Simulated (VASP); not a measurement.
Wanted: the native input for a VASP 6.6.1 run.

```
Task                   : single point
Functional             : PBE
Potentials or basis    : VASP PAW PBE potentials, release 64 (Be)
Cutoff                 : 520 eV
k mesh                 : 12 × 12 × 6
Occupations            : gaussian, width 0.1 eV
Spin                   : no spin polarisation
Dipole correction      : no
Further INCAR settings : ALGO = Fast; EDIFF = 1e-07; NBANDS = 9
```

The structure of Be lies in POSCAR:

```
Be
1.0
    2.2647826536      0.0000000000      0.0000000000
   -1.1323913268      1.9613593121      0.0000000000
    0.0000000000      0.0000000000      3.5741024600
Be
2
Direct
    0.3184062161      0.6630242422      0.7569644809
    0.6767559306      0.3331085440      0.2405410215
```

These files were run (other wordings do the same):

INCAR

```
PREC = Accurate
ENCUT = 520
EDIFF = 1E-7
ISMEAR = 0
SIGMA = 0.1
LREAL = False
LASPH = True
NELM = 80
ALGO = Fast
ISIF = 2
LWAVE = False
LCHARG = False
GGA = PE
NBANDS = 9
```

KPOINTS

```
Automatic mesh
0
Gamma
  12 12 6
```

Potentials or basis: VASP PAW PBE potentials, release 64 (Be).

Command:

```bash
$ cat potpaw_PBE.64/Be/POTCAR > POTCAR
$ mpirun -np 1 vasp_std > vasp.out
```

Results of the run:

The pressure is 0.0 GPa, the largest force is 0.490 eV/Å and the band gap on the k mesh is zero (bands 2 and 3 overlap by 1.87 eV).

Wall time 44 s on 1 thread of AMD EPYC 7R43 64-Core Processor (Zen 3), with other jobs on the host, peak memory 0.13 GiB.
